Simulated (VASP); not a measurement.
# Cd5HgTe6 (P4/mmm) in VASP: single point with PBE

Aim: the single point of Cd5HgTe6 with PBE.

Everything below comes from runs of VASP 6.6.1. Logs are shortened: lines on timing, memory, paths and dates and some standing lists are left out, and cuts for length are marked.

## (1) The cell of the first run

Symmetry: P4/mmm, No. 123, tetragonal system. The conventional cell has a = 4.319 Å, b = 4.319 Å, c = 18.532 Å, α = 90.00°, β = 90.00°, γ = 90.00°. Cd (site symmetry 4mm) has 6 Te at 3.00 to 3.08 Å within 4.0 Å. Within 4.0 Å of Cd (site symmetry 4mm) lie 6 Te at 3.05 to 3.11 Å. Cd (site symmetry 4/mmm) has 6 Te at 3.05 Å within 4.0 Å. Hg (site symmetry 4/mmm) has 6 Te at 3.05 to 3.19 Å within 4.0 Å. Within 4.0 Å of Te (site symmetry 4mm) lie 5 Cd at 3.00 to 3.05 Å and 1 Hg at 3.19 Å. Within 4.0 Å of Te (site symmetry 4/mmm) lie 4 Hg at 3.05 Å and 2 Cd at 3.11 Å. Te (site symmetry 4mm) has 6 Cd at 3.05 to 3.10 Å within 4.0 Å. Te (site symmetry 4/mmm) has 6 Cd at 3.05 to 3.08 Å within 4.0 Å.

## (2) Single point, PBE

Contents of INCAR:

```
  PREC = Accurate
  ENCUT = 520
  EDIFF = 1E-6
  ISMEAR = 0
  SIGMA = 0.1
  LREAL = False
  LASPH = True
  NELM = 60
  ALGO = Normal
  ISIF = 2
  LWAVE = False
  LCHARG = False
  GGA = PE
  NBANDS = 66
```

Contents of KPOINTS:

```
Automatic mesh
0
Gamma
  8 8 2
```

Contents of POSCAR:

```
Cd5HgTe6
1.0
    4.3185667597      0.0000000000      0.0000000000
    0.0000000000      4.3185667597      0.0000000000
    0.0000000000      0.0000000000     18.5321478834
Cd Hg Te
5 1 6
Direct
    0.0000000000      0.0000000000      0.6659517669
    0.5000000000      0.5000000000      0.8319633596
    0.5000000000      0.5000000000      0.1680366404
    0.0000000000      0.0000000000      0.3340482331
    0.5000000000      0.5000000000      0.5000000000
    0.0000000000      0.0000000000      0.0000000000
    0.0000000000      0.0000000000      0.8279717164
    0.5000000000      0.5000000000      0.0000000000
    0.0000000000      0.0000000000      0.1720282836
    0.5000000000      0.5000000000      0.3352787427
    0.0000000000      0.0000000000      0.5000000000
    0.5000000000      0.5000000000      0.6647212573
```

Potentials or basis: VASP PAW PBE potentials, release 64 (Cd, Hg, Te).

Launch:

```
cat potpaw_PBE.64/Cd/POTCAR potpaw_PBE.64/Hg/POTCAR potpaw_PBE.64/Te/POTCAR > POTCAR
mpirun -np 1 vasp_std > vasp.out
```

OUTCAR:

```text
PREC = Accurate
   ENCUT = 520
   EDIFF = 1E-6
   ISMEAR = 0
   LREAL = False
   LASPH = True
   NELM = 60
   ISIF = 2
   GGA = PE

 ion  position               nearest neighbor table
   1  0.000  0.000  0.666-   7 3.00  12 3.05  12 3.05  12 3.05  12 3.05  11 3.08
   2  0.500  0.500  0.832-   7 3.05   7 3.05   7 3.05   7 3.05  12 3.10   8 3.11
   3  0.500  0.500  0.168-   9 3.05   9 3.05   9 3.05   9 3.05  10 3.10   8 3.11
   4  0.000  0.000  0.334-   9 3.00  10 3.05  10 3.05  10 3.05  10 3.05  11 3.08
   5  0.500  0.500  0.500-  10 3.05  12 3.05  11 3.05  11 3.05  11 3.05  11 3.05
   6  0.000  0.000  0.000-   8 3.05   8 3.05   8 3.05   8 3.05   9 3.19   7 3.19
   7  0.000  0.000  0.828-   1 3.00   2 3.05   2 3.05   2 3.05   2 3.05   6 3.19
   8  0.500  0.500  0.000-   6 3.05   6 3.05   6 3.05   6 3.05   2 3.11   3 3.11
   9  0.000  0.000  0.172-   4 3.00   3 3.05   3 3.05   3 3.05   3 3.05   6 3.19
  10  0.500  0.500  0.335-   5 3.05   4 3.05   4 3.05   4 3.05   4 3.05   3 3.10
  11  0.000  0.000  0.500-   5 3.05   5 3.05   5 3.05   5 3.05   1 3.08   4 3.08
  12  0.500  0.500  0.665-   5 3.05   1 3.05   1 3.05   1 3.05   1 3.05   2 3.10

  LATTYP: Found a simple tetragonal cell.
 ALAT       =     4.3185667597
 C/A-ratio  =     4.2912727566

  Lattice vectors:

 A1 = (   4.3185667597,   0.0000000000,   0.0000000000)
 A2 = (   0.0000000000,   4.3185667597,   0.0000000000)
 A3 = (   0.0000000000,   0.0000000000,  18.5321478834)

Analysis of symmetry for initial positions (statically):
=====================================================================
 Subroutine PRICEL returns:
 Original cell was already a primitive cell.

 Routine SETGRP: Setting up the symmetry group for a
 simple tetragonal supercell.

 Subroutine GETGRP returns: Found 16 space group operations
 (whereof 16 operations were pure point group operations)
 out of a pool of 16 trial point group operations.

The static configuration has the point symmetry D_4h.

Analysis of symmetry for dynamics (positions and initial velocities):
=====================================================================
 Subroutine PRICEL returns:
 Original cell was already a primitive cell.

 Routine SETGRP: Setting up the symmetry group for a
 simple tetragonal supercell.

 Subroutine GETGRP returns: Found 16 space group operations
 (whereof 16 operations were pure point group operations)
 out of a pool of 16 trial point group operations.

The dynamic configuration has the point symmetry D_4h.

 Subroutine INISYM returns: Found 16 space group operations
 (whereof 16 operations are pure point group operations),
 and found     1 'primitive' translations

----------------------------------------------------------------------------------------

                                     Primitive cell

  volume of cell :     345.6249

  direct lattice vectors                    reciprocal lattice vectors
     4.318566760  0.000000000  0.000000000     0.231558305  0.000000000  0.000000000
     0.000000000  4.318566760  0.000000000     0.000000000  0.231558305  0.000000000
     0.000000000  0.000000000 18.532147883     0.000000000  0.000000000  0.053960286

  length of vectors
     4.318566760  4.318566760 18.532147883     0.231558305  0.231558305  0.053960286

  position of ions in fractional coordinates (direct lattice)
     0.000000000  0.000000000  0.665951767
     0.500000000  0.500000000  0.831963360
     0.500000000  0.500000000  0.168036640
     0.000000000  0.000000000  0.334048233
     0.500000000  0.500000000  0.500000000
     0.000000000  0.000000000  0.000000000
     0.000000000  0.000000000  0.827971716
     0.500000000  0.500000000  0.000000000
     0.000000000  0.000000000  0.172028284
     0.500000000  0.500000000  0.335278743
     0.000000000  0.000000000  0.500000000
     0.500000000  0.500000000  0.664721257

  ion indices of the primitive-cell ions
   primitive index   ion index
                 1           1
                 2           2
                 3           3
                 4           4
                 5           5
                 6           6
                 7           7
                 8           8
                 9           9
                10          10
                11          11
                12          12

----------------------------------------------------------------------------------------

 KPOINTS: Automatic mesh

Automatic generation of k-mesh.
 Grid dimensions read from file:
 generate k-points for:    8    8    2

 Generating k-lattice:

  Cartesian coordinates                     Fractional coordinates (reciprocal lattice)
     0.028944788  0.000000000  0.000000000     0.125000000  0.000000000  0.000000000
     0.000000000  0.028944788  0.000000000     0.000000000  0.125000000  0.000000000
     0.000000000  0.000000000  0.026980143     0.000000000  0.000000000  0.500000000

  Length of vectors
     0.028944788  0.028944788  0.026980143

  Shift w.r.t. Gamma in fractional coordinates (k-lattice)
     0.000000000  0.000000000  0.000000000

 Subroutine IBZKPT returns following result:
 ===========================================

 Found     30 irreducible k-points:

 Following reciprocal coordinates:
            Coordinates               Weight
  0.000000  0.000000  0.000000      1.000000
  0.125000  0.000000  0.000000      4.000000
  0.250000  0.000000  0.000000      4.000000
  0.375000  0.000000  0.000000      4.000000
  0.500000  0.000000  0.000000      2.000000
  0.125000  0.125000  0.000000      4.000000
[... 16 lines left out ...]
  0.375000  0.125000  0.500000      8.000000
  0.500000  0.125000  0.500000      4.000000
 [... further k-points ...]
   k-points           NKPTS =     30   k-points in BZ     NKDIM =     30   number of bands    NBANDS=     66
   number of dos      NEDOS =    301   number of ions     NIONS =     12
   total plane-waves  NPLWV = 143360
   dimension x,y,z NGX =    32 NGY =   32 NGZ =  140
   dimension x,y,z NGXF=    64 NGYF=   64 NGZF=  280
   ions per type =               5   1   6
   NGX,Y,Z   is equivalent  to a cutoff of  12.32, 12.32, 12.56 a.u.
   NGXF,Y,Z  is equivalent  to a cutoff of  24.64, 24.64, 25.12 a.u.
 SYSTEM =  unknown system
   PREC   = accura    normal or accurate (medium, high low for compatibility)
   ISTART =      0    job   : 0-new  1-cont  2-samecut
   ICHARG =      2    charge: 1-file 2-atom 10-const
   ISPIN  =      1    spin polarized calculation?
   LNONCOLLINEAR =      F non collinear calculations
   LSORBIT =      F    spin-orbit coupling
   LASPH  =      T    aspherical Exc in radial PAW
   ENCUT  =  520.0 eV  38.22 Ry    6.18 a.u.   8.03  8.03 34.46*2*pi/ulx,y,z
   NELM   =     60;   NELMIN=  2; NELMDL= -5     # of ELM steps
   EDIFF  = 0.1E-05   stopping-criterion for ELM
   LREAL  =      F    real-space projection
   EDIFFG = 0.1E-04   stopping-criterion for IOM
   NSW    =      0    number of steps for IOM
   IBRION =     -1    ionic relax: 0-MD 1-quasi-New 2-CG
   NFREE  =      0    steps in history (QN), initial steepest desc. (CG)
   ISIF   =      2    stress and relaxation
   ISYM   =      2    0-nonsym 1-usesym 2-fastsym
   POTIM  = 0.5000    time-step for ionic-motion
   TEBEG  =    0.0;   TEEND  =   0.0 temperature during run
   PSTRESS=    0.0 pullay stress
   NELECT =     108.0000    total number of electrons
   NUPDOWN=      -1.0000    fix difference up-down
   EMIN   =  10.00;   EMAX   =-10.00  energy-range for DOS
   EFERMI =   0.00;   METHOD = LEGACY
   ISMEAR =     0;   SIGMA  =   0.10  broadening in eV -4-tet -1-fermi 0-gaus
   EFERMI_NEDOS =   21; number of points for ismear=-14 and -15
   IALGO  =     38    algorithm
   IMIX   =      4    mixing-type and parameters
     AMIX     =   0.40;   BMIX     =  1.00
     AMIX_MAG =   1.60;   BMIX_MAG =  1.00
  volume/ion in A,a.u.               =      28.80       194.37
  Fermi-wavevector in a.u.,A,eV,Ry     =   1.110916  2.099326 16.791406  1.234134
  Thomas-Fermi vector in A             =   2.247473
   LORBIT       =      0    0 simple, 1 ext, 2 COOP (PROOUT), +10 PAW based schemes
   GGA     = PE    functional components
   LHFCALC =     F    Hartree Fock is set to
   AEXX    =    0.0000 exact exchange contribution
   IVDW    =     0    specifies the selected vdW correction
   LEPSILON=     F    determine dielectric tensor
   LRPA    =     F    only Hartree local field effects (RPA)
 non-spin polarized calculation
 Gauss-broadening in eV      SIGMA  =   0.10
  energy-cutoff  :      520.00
  volume of cell :      345.62
 maximum number of plane-waves:      9448
   NGX = 17   NGY = 17   NGZ = 69

 number of electron     107.9999975 magnetization

 Free energy of the ion-electron system (eV)
  ---------------------------------------------------
  ext. energy  EPLUGINS =         0.00000000
  ---------------------------------------------------
  free energy    TOTEN  =       -25.62576708 eV

  energy without entropy =      -25.59372365  energy(sigma->0) =      -25.60974536

 E-fermi :   3.8564     XC(G=0):  -9.6804

 val. band max:        3.8554228774   @ k =   0.5000   0.3750   0.5000
 cond. band min:       3.8631944115   @ k =   0.5000   0.0000   0.5000
 fundamental gap:      0.0077715341
 Fermi energy:         3.8564055891

 k-point     1 :       0.0000    0.0000    0.0000
  band No.  band energies     occupation
      1      -7.7304      2.00000
      2      -7.4906      2.00000
      3      -7.4182      2.00000
      4      -7.0614      2.00000
      5      -6.9625      2.00000
      6      -6.8598      2.00000
[... 58 lines left out ...]
     65       8.7611      0.00000
     66       9.6441      0.00000

 k-point     2 :       0.1250    0.0000    0.0000
  band No.  band energies     occupation
      1      -7.6469      2.00000
      2      -7.4119      2.00000
      3      -7.3408      2.00000
      4      -7.0022      2.00000
      5      -6.9076      2.00000
      6      -6.8190      2.00000
[... 1507 lines left out ...]
     65       8.2026      0.00000
     66       8.2411      0.00000

 k-point    24 :       0.5000    0.1250    0.5000
  band No.  band energies     occupation
      1      -6.8974      2.00000
      2      -6.7676      2.00000
      3      -6.7513      2.00000
      4      -6.7346      2.00000
      5      -6.6309      2.00000
      6      -6.6282      2.00000
[... 58 lines left out ...]
     65       8.0869      0.00000
     66       8.1161      0.00000

 [... further k-points ...]
[... 5 lines left out ...]
  --------------------------------------------------------------------------------------
  -------------------------------------------------------------------------------------
  Total        0.3282779      0.3282779      0.3463367      0.0000000     -0.0000000      0.0000000
  in kB        1.5217638      1.5217638      1.6054769      0.0000000     -0.0000000      0.0000000
  external PRESSURE =       1.5496681 kB  Pullay stress =       0.0000000 kB

 VOLUME and BASIS-vectors are now :
 -----------------------------------------------------------------------------
  energy-cutoff  :      520.00
  volume of cell :      345.62
      direct lattice vectors                 reciprocal lattice vectors
     4.318566760  0.000000000  0.000000000     0.231558305  0.000000000  0.000000000
     0.000000000  4.318566760  0.000000000     0.000000000  0.231558305  0.000000000
     0.000000000  0.000000000 18.532147883     0.000000000  0.000000000  0.053960286

 POSITION                                       TOTAL-FORCE (eV/Angst)
 -----------------------------------------------------------------------------------
      0.00000      0.00000     12.34152        -0.000000      0.000000     -0.004430
      2.15928      2.15928     15.41807         0.000000      0.000000      0.000281
      2.15928      2.15928      3.11408        -0.000000      0.000000     -0.000281
      0.00000      0.00000      6.19063        -0.000000      0.000000      0.004430
      2.15928      2.15928      9.26607        -0.000000      0.000000      0.000000
      0.00000      0.00000      0.00000        -0.000000      0.000000      0.000000
      0.00000      0.00000     15.34409        -0.000000      0.000000      0.010257
      2.15928      2.15928      0.00000        -0.000000      0.000000      0.000000
      0.00000      0.00000      3.18805        -0.000000      0.000000     -0.010257
      2.15928      2.15928      6.21344        -0.000000      0.000000      0.001869
      0.00000      0.00000      9.26607        -0.000000      0.000000      0.000000
      2.15928      2.15928     12.31871         0.000000     -0.000000     -0.001869
 -----------------------------------------------------------------------------------
    total drift:                                0.000000     -0.000000      0.000000

  FREE ENERGIE OF THE ION-ELECTRON SYSTEM (eV)
  ---------------------------------------------------
  free  energy   TOTEN  =       -25.6257670767 eV

  energy  without entropy=      -25.5937236529  energy(sigma->0) =      -25.60974536
```

It took 11 min on 1 thread of Intel Xeon Platinum 8488C (Sapphire Rapids), shared host; peak memory 0.76 GiB.

Results:

- Free energy: -25.6258 eV
- Pressure: 0.2 GPa
- Largest force: 0.010 eV/Å
- Band gap on the k mesh: zero (bands 54 and 55 overlap by 1.98 eV)

Forces in eV/Å, atoms in the order of the input:
```
Cd   0.000  0.000 -0.004
Cd   0.000  0.000  0.000
Cd   0.000  0.000  0.000
Cd   0.000  0.000  0.004
Cd   0.000  0.000  0.000
Hg   0.000  0.000  0.000
Te   0.000  0.000  0.010
Te   0.000  0.000  0.000
Te   0.000  0.000 -0.010
Te   0.000  0.000  0.002
Te   0.000  0.000  0.000
Te   0.000  0.000 -0.002
```

Caveat: spin-orbit coupling is left out, which moves the levels of the heavy elements.
